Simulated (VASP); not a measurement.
A run of VASP 6.6.1 is set up as follows.

Contents of POSCAR:

```
KMgF3
1.0
    3.9802355636      0.0000000000      0.0000000000
    0.0000000000      3.9802355636      0.0000000000
    0.0000000000      0.0000000000      3.9802355636
K Mg F
1 1 3
Direct
    0.5000000000      0.5000000000      0.5000000000
    0.0000000000      0.0000000000      0.0000000000
    0.5000000000      0.0000000000      0.0000000000
    0.0000000000      0.5000000000      0.0000000000
    0.0000000000      0.0000000000      0.5000000000
```

The input INCAR.step1:

```
PREC = Accurate
ENCUT = 520
EDIFF = 1E-5
ISMEAR = 0
SIGMA = 0.01
LREAL = False
LASPH = True
NELM = 100
ALGO = Normal
ISIF = 2
LWAVE = True
LCHARG = False
NBANDS = 24
GGA = PE
```

The input INCAR.step2:

```
PREC = Accurate
ENCUT = 520
EDIFF = 1E-7
ISMEAR = 0
SIGMA = 0.01
LREAL = False
LASPH = True
NELM = 100
ALGO = Normal
ISIF = 2
LWAVE = False
LCHARG = False
GGA = PE
LHFCALC = True
AEXX = 0.25
PRECFOCK = Fast
NBANDS = 24
ISTART = 1
```

Contents of KPOINTS:

```
Automatic mesh
0
Gamma
  4 4 4
```

Potentials or basis: VASP PAW PBE potentials, release 64 (K_sv, Mg, F).

Run with:

```bash
$ cat potpaw_PBE.64/K_sv/POTCAR potpaw_PBE.64/Mg/POTCAR potpaw_PBE.64/F/POTCAR > POTCAR
$ cp INCAR.step1 INCAR
$ mpirun -np 1 vasp_std > vasp.out
$ cp INCAR.step2 INCAR
$ mpirun -np 1 vasp_std > vasp.out
```

Task: Predict the band gap on the k mesh.

Result: 10.34 eV (least direct gap 10.64 eV).

Task: What does it give for the pressure?

Result: 1.1 GPa.

Caveat: the PAW data sets were made with another functional, which shifts forces and pressure a little. A k mesh can miss the band edges.
